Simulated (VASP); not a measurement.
Input of a VASP 6.6.1 run:

INCAR

```
  ALGO = Normal
  DIPOL = 0.5 0.5 0.500
  EDIFF = 1E-6
  ENCUT = 400
  GGA_COMPAT = F
  IDIPOL = 3
  ISIF = 2
  ISMEAR = 0
  LASPH = T
  LCHARG = F
  LDIPOL = T
  LREAL = F
  LWAVE = F
  NBANDS = 50
  NELM = 120
  NELMDL = -8
  PREC = Accurate
  SIGMA = 0.05
```

The input KPOINTS:

```
k-points
0
Gamma
  9 9 1
```

File POSCAR:

```
SnTe
1.0
    4.4099644766      0.0000000000      0.0000000000
   -2.2049822383      3.8191412666      0.0000000000
    0.0000000000      0.0000000000     27.6025232101
Te Sn
4 4
Direct
    0.3333333333      0.6666666667      0.2717142901
    0.0000000000      0.0000000000      0.4021632672
    0.6666666667      0.3333333333      0.5326122443
    0.3333333333      0.6666666667      0.6630612213
    0.6666666667      0.3333333333      0.3369387787
    0.3333333333      0.6666666667      0.4673877557
    0.0000000000      0.0000000000      0.5978367328
    0.6666666667      0.3333333333      0.7282857099
```

Potentials or basis: VASP PAW LDA potentials, release 64 (Te, Sn_d).

Run with:

```console
$ cat potpaw_LDA.64/Te/POTCAR potpaw_LDA.64/Sn_d/POTCAR > POTCAR
$ mpirun -np 1 vasp_std > vasp.out
```

Estimate the largest force.

1.679 eV/Å.

Predict the band gap on the k mesh.

zero (band 40 reaches 1.42 eV, above the bottom of band 41 at 1.29 eV).

Forces on the atoms (eV/Å):
```
Te   0.000  0.000  1.297
Te   0.000  0.000  0.804
Te   0.000  0.000  0.635
Te   0.000  0.000  0.821
Sn   0.000  0.000 -1.679
Sn   0.000  0.000 -0.666
Sn   0.000  0.000 -0.721
Sn   0.000  0.000 -0.490
```

Caveat: spin-orbit coupling is left out, which moves the levels of the heavy elements.
